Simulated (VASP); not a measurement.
# CdS5 (I4/m) in VASP: notebook, part 2 of 2

VASP 6.6.1.

## 3. Relaxation of cell and atoms, PBE

This run uses another cell than the first one, of 22.52 Å³/atom.

Input file INCAR:

```
SYSTEM = CdS5
PREC = Accurate ; ENCUT = 630
EDIFF = 1E-7 ; ISMEAR = 0
SIGMA = 0.2 ; LREAL = .False.
LASPH = .True. ; NELM = 120
ALGO = Normal ; ISIF = 3
LWAVE = .False. ; LCHARG = .False.
GGA = PE ; IBRION = 2
NSW = 36 ; EDIFFG = -0.08
GGA_COMPAT = .False. ; NELMIN = 4
```

Input file KPOINTS:

```
Automatic mesh
0
Gamma
  4 4 4
  0 0 0
```

Input file POSCAR:

```
CdS5
1.0
   -3.6500000000      3.6500000000      2.5350000000
    3.6500000000     -3.6500000000      2.5350000000
    3.6500000000      3.6500000000     -2.5350000000
Cd S
1 5
Direct
    0.0000000000      0.0000000000      0.0000000000
    0.8870000000      0.3150000000      0.2020000000
    0.6850000000      0.8870000000      0.5720000000
    0.1130000000      0.6850000000      0.7980000000
    0.3150000000      0.1130000000      0.4280000000
    0.5000000000      0.5000000000      0.0000000000
```

Potentials or basis: VASP PAW PBE potentials, release 64 (Cd_sv_GW, S).

The run is started by

```sh
$ cat potpaw_PBE.64/Cd_sv_GW/POTCAR potpaw_PBE.64/S/POTCAR > POTCAR
$ mpirun -np 1 vasp_std > vasp.out
```

OUTCAR:

```text
SYSTEM = CdS5
   PREC = Accurate
   ENCUT = 630
   EDIFF = 1E-7
   ISMEAR = 0
   LREAL = .False.
   LASPH = .True.
   NELM = 120
   ISIF = 3
   GGA = PE
   IBRION = 2
   NSW = 36
   EDIFFG = -0.08
   NELMIN = 4

 ion  position               nearest neighbor table
   1  0.000  0.000  0.000-   2 2.44   3 2.44   4 2.44   5 2.44   6 2.54   6 2.54
   2  0.887  0.315  0.202-   1 2.44
   3  0.685  0.887  0.572-   1 2.44
   4  0.113  0.685  0.798-   1 2.44
   5  0.315  0.113  0.428-   1 2.44
   6  0.500  0.500  0.000-   1 2.54   1 2.54

  LATTYP: Found a body centered tetragonal cell.
 ALAT       =     7.3000000000
 C/A-ratio  =     0.6945205479

  Lattice vectors:

 A1 = (  -3.6500000000,   3.6500000000,   2.5350000000)
 A2 = (   3.6500000000,  -3.6500000000,   2.5350000000)
 A3 = (   3.6500000000,   3.6500000000,  -2.5350000000)

Analysis of symmetry for initial positions (statically):
=====================================================================
 Subroutine PRICEL returns:
 Original cell was already a primitive cell.

 Routine SETGRP: Setting up the symmetry group for a
 body centered tetragonal supercell.

 Subroutine GETGRP returns: Found  8 space group operations
 (whereof  8 operations were pure point group operations)
 out of a pool of 16 trial point group operations.

The static configuration has the point symmetry C_4h.

Analysis of symmetry for dynamics (positions and initial velocities):
=====================================================================
 Subroutine PRICEL returns:
 Original cell was already a primitive cell.

 Routine SETGRP: Setting up the symmetry group for a
 body centered tetragonal supercell.

 Subroutine GETGRP returns: Found  8 space group operations
 (whereof  8 operations were pure point group operations)
 out of a pool of 16 trial point group operations.

The dynamic configuration has the point symmetry C_4h.

 Subroutine INISYM returns: Found  8 space group operations
 (whereof  8 operations are pure point group operations),
 and found     1 'primitive' translations

----------------------------------------------------------------------------------------

                                     Primitive cell

  volume of cell :     135.0901

  direct lattice vectors                    reciprocal lattice vectors
    -3.650000000  3.650000000  2.535000000     0.000000000  0.136986301  0.197238659
     3.650000000 -3.650000000  2.535000000     0.136986301  0.000000000  0.197238659
     3.650000000  3.650000000 -2.535000000     0.136986301  0.136986301  0.000000000

  length of vectors
     5.750758646  5.750758646  5.750758646     0.240142323  0.240142323  0.193727885

  position of ions in fractional coordinates (direct lattice)
     0.000000000  0.000000000  0.000000000
     0.887000000  0.315000000  0.202000000
     0.685000000  0.887000000  0.572000000
     0.113000000  0.685000000  0.798000000
     0.315000000  0.113000000  0.428000000
     0.500000000  0.500000000  0.000000000

  ion indices of the primitive-cell ions
   primitive index   ion index
                 1           1
                 2           2
                 3           3
                 4           4
                 5           5
                 6           6

----------------------------------------------------------------------------------------

 KPOINTS: Automatic mesh

Automatic generation of k-mesh.
 Grid dimensions read from file:
 generate k-points for:    4    4    4

 Generating k-lattice:

  Cartesian coordinates                     Fractional coordinates (reciprocal lattice)
     0.000000000  0.034246575  0.049309665     0.250000000 -0.000000000  0.000000000
     0.034246575  0.000000000  0.049309665    -0.000000000  0.250000000  0.000000000
     0.034246575  0.034246575  0.000000000     0.000000000  0.000000000  0.250000000

  Length of vectors
     0.060035581  0.060035581  0.048431971

  Shift w.r.t. Gamma in fractional coordinates (k-lattice)
     0.000000000  0.000000000  0.000000000

 Subroutine IBZKPT returns following result:
 ===========================================

 Found     14 irreducible k-points:

 Following reciprocal coordinates:
            Coordinates               Weight
  0.000000  0.000000  0.000000      1.000000
  0.250000 -0.000000  0.000000      8.000000
  0.500000 -0.000000  0.000000      4.000000
  0.250000  0.250000  0.000000      8.000000
  0.500000  0.250000  0.000000      8.000000
 -0.250000  0.500000  0.000000      8.000000
 -0.250000  0.250000  0.000000      4.000000
  0.500000  0.500000  0.000000      2.000000
  0.250000  0.250000  0.250000      2.000000
 -0.250000  0.250000  0.250000      4.000000
  0.500000  0.500000  0.250000      4.000000
 -0.250000  0.500000  0.250000      8.000000
 -0.250000 -0.250000  0.250000      2.000000
  0.500000  0.500000  0.500000      1.000000
   k-points           NKPTS =     14   k-points in BZ     NKDIM =     14   number of bands    NBANDS=     30
   number of dos      NEDOS =    301   number of ions     NIONS =      6
   total plane-waves  NPLWV = 110592
   dimension x,y,z NGX =    48 NGY =   48 NGZ =   48
   dimension x,y,z NGXF=    96 NGYF=   96 NGZF=   96
   ions per type =               1   5
   NGX,Y,Z   is equivalent  to a cutoff of  13.88, 13.88, 13.88 a.u.
   NGXF,Y,Z  is equivalent  to a cutoff of  27.75, 27.75, 27.75 a.u.
 SYSTEM =  CdS5
   PREC   = accura    normal or accurate (medium, high low for compatibility)
   ISTART =      0    job   : 0-new  1-cont  2-samecut
   ICHARG =      2    charge: 1-file 2-atom 10-const
   ISPIN  =      1    spin polarized calculation?
   LNONCOLLINEAR =      F non collinear calculations
   LSORBIT =      F    spin-orbit coupling
   LASPH  =      T    aspherical Exc in radial PAW
   ENCUT  =  630.0 eV  46.30 Ry    6.80 a.u.  11.77 11.77 11.77*2*pi/ulx,y,z
   NELM   =    120;   NELMIN=  4; NELMDL= -5     # of ELM steps
   EDIFF  = 0.1E-06   stopping-criterion for ELM
   LREAL  =      F    real-space projection
   EDIFFG = -.8E-01   stopping-criterion for IOM
   NSW    =     36    number of steps for IOM
   IBRION =      2    ionic relax: 0-MD 1-quasi-New 2-CG
   NFREE  =      1    steps in history (QN), initial steepest desc. (CG)
   ISIF   =      3    stress and relaxation
   ISYM   =      2    0-nonsym 1-usesym 2-fastsym
   POTIM  = 0.5000    time-step for ionic-motion
   TEBEG  =    0.0;   TEEND  =   0.0 temperature during run
   PSTRESS=    0.0 pullay stress
   NELECT =      50.0000    total number of electrons
   NUPDOWN=      -1.0000    fix difference up-down
   EMIN   =  10.00;   EMAX   =-10.00  energy-range for DOS
   EFERMI =   0.00;   METHOD = LEGACY
   ISMEAR =     0;   SIGMA  =   0.20  broadening in eV -4-tet -1-fermi 0-gaus
   EFERMI_NEDOS =   21; number of points for ismear=-14 and -15
   IALGO  =     38    algorithm
   IMIX   =      4    mixing-type and parameters
     AMIX     =   0.40;   BMIX     =  1.00
     AMIX_MAG =   1.60;   BMIX_MAG =  1.00
  volume/ion in A,a.u.               =      22.52       151.94
  Fermi-wavevector in a.u.,A,eV,Ry     =   1.175412  2.221207 18.797732  1.381594
  Thomas-Fermi vector in A             =   2.311793
   LORBIT       =      0    0 simple, 1 ext, 2 COOP (PROOUT), +10 PAW based schemes
   GGA     = PE    functional components
   LHFCALC =     F    Hartree Fock is set to
   AEXX    =    0.0000 exact exchange contribution
   IVDW    =     0    specifies the selected vdW correction
   LEPSILON=     F    determine dielectric tensor
   LRPA    =     F    only Hartree local field effects (RPA)
 conjugate gradient relaxation of ions
 non-spin polarized calculation
 Gauss-broadening in eV      SIGMA  =   0.20
  energy-cutoff  :      630.00
  volume of cell :      135.09
 maximum number of plane-waves:      4882
   NGX = 23   NGY = 23   NGZ = 23

--------------------------------------- Ionic step        1  -------------------------------------------

 number of electron      49.9999993 magnetization

 Free energy of the ion-electron system (eV)
  ---------------------------------------------------
  ext. energy  EPLUGINS =         0.00000000
  ---------------------------------------------------
  free energy    TOTEN  =       -14.69952127 eV

  energy without entropy =      -14.55944301  energy(sigma->0) =      -14.62948214

------------------------ aborting loop because EDIFF is reached ----------------------------------------

  FORCE on cell =-STRESS in cart. coord.  units (eV):
  Direction    XX          YY          ZZ          XY          YZ          ZX
  --------------------------------------------------------------------------------------
  -------------------------------------------------------------------------------------
  Total       -2.2279233     -2.2279233     -0.6905689     -0.0000002     -0.0000000      0.0000000
  in kB      -26.4233051    -26.4233051     -8.1901886     -0.0000025     -0.0000000      0.0000000
  external PRESSURE =     -20.3455996 kB  Pullay stress =       0.0000000 kB
[... 1042 lines left out ...]
     29       7.6580      0.00000
     30       7.6580      0.00000

[... ionic steps 4 to 20 ...]

--------------------------------------- Ionic step       21  -------------------------------------------

 number of electron      49.9999999 magnetization

------------------------ aborting loop because EDIFF is reached ----------------------------------------
[... 75 lines left out ...]
--------------------------------------- Ionic step       23  -------------------------------------------

 number of electron      50.0000004 magnetization

 Free energy of the ion-electron system (eV)
  ---------------------------------------------------
  ext. energy  EPLUGINS =         0.00000000
  ---------------------------------------------------
  free energy    TOTEN  =       -19.87519943 eV

  energy without entropy =      -19.80074660  energy(sigma->0) =      -19.83797302

 E-fermi :   3.9472     XC(G=0):  -9.2937

 val. band max:        3.9407568011   @ k =   0.5000  -0.0000   0.0000
 cond. band min:       3.9997749326   @ k =   0.5000   0.2500   0.0000
 fundamental gap:      0.0590181315
 Fermi energy:         3.9472305860
[... 493 lines left out ...]
  FREE ENERGIE OF THE ION-ELECTRON SYSTEM (eV)
  ---------------------------------------------------
  free  energy   TOTEN  =       -19.8751994342 eV

  energy  without entropy=      -19.8007466035  energy(sigma->0) =      -19.83797302

 reached required accuracy - stopping structural energy minimisation
```

Run time: 20 min. Hardware: 1 thread of Intel Xeon Platinum 8488C (Sapphire Rapids), shared host; peak memory 0.4 GiB.

Results:

- Free energy: -19.8752 eV
- Relaxed volume: 22.75 Å³/atom
- Relaxed cell: a = 5.624 Å, b = 5.624 Å, c = 5.624 Å, α = 111.36°, β = 111.36°, γ = 105.75°
- Space group after relaxing (to 0.1 Å): I4/m (No. 87)
- Energy gained by relaxing: 862.6 meV/atom
- Ionic steps: 23
- Pressure after relaxing: -0.1 GPa
- Largest force after relaxing: 0.077 eV/Å
- Band gap on the k mesh: zero (bands 25 and 26 overlap by 0.68 eV)

Forces on the atoms (eV/Å):
```
Cd   0.000  0.000  0.000
S    0.075  0.017  0.000
S    0.017 -0.075  0.000
S   -0.075 -0.017  0.000
S   -0.017  0.075  0.000
S    0.000  0.000  0.000
```

Step by step:
```csv
step,energy change (eV),largest force (eV/Å),pressure (GPa),volume (Å³)
1,0.0000,1.5652,-2.03,135.09
2,-0.5669,1.6179,-2.06,129.57
3,-2.2421,1.5246,0.80,113.84
4,-0.8060,1.7749,35.16,85.97
5,-2.6602,1.3185,5.91,105.50
6,-2.7112,0.6487,14.72,96.73
7,-2.8043,0.9247,10.37,100.43
8,-3.1043,0.7341,9.23,101.53
9,-3.4615,1.1511,7.74,104.64
10,-3.7697,1.1761,4.19,109.24
11,-4.2344,1.1937,-3.11,123.77
12,-4.2632,1.2005,-4.43,128.06
13,-4.5794,1.1059,-3.72,129.36
14,-5.0372,1.0818,0.88,132.70
15,-5.0538,0.2091,-0.77,131.94
16,-5.0617,0.4790,-0.22,132.22
17,-5.0614,0.5588,-0.07,132.29
18,-5.0977,0.4422,0.04,132.40
19,-5.1577,0.1438,0.68,132.63
20,-5.1604,0.1164,0.95,132.67
21,-5.1684,0.1698,0.06,134.84
22,-5.1686,0.1900,-0.07,135.17
23,-5.1757,0.0774,-0.09,136.47
```

Final structure:
```
CELL_PARAMETERS angstrom
-3.17056 3.17056 3.39404
3.17056 -3.17056 3.39404
3.17056 3.17056 -3.39404
ATOMIC_POSITIONS crystal
Cd 0.00000 0.00000 0.00000
S 0.87213 0.40124 0.27336
S 0.59876 0.87213 0.47089
S 0.12787 0.59876 0.72664
S 0.40124 0.12787 0.52911
S 0.50000 0.50000 0.00000
```

Caveat: the k points lie up to 0.34 Å⁻¹ apart in the final cell, too coarse for converged energies and pressures of a metal; semilocal functionals underestimate gaps, and a narrow one can read as zero; the relaxation stopped at a loose force limit of 0.08 eV/Å, so its end isn't a converged minimum.

The gap in the log of VASP goes by the Fermi energy; the results here count the filled bands.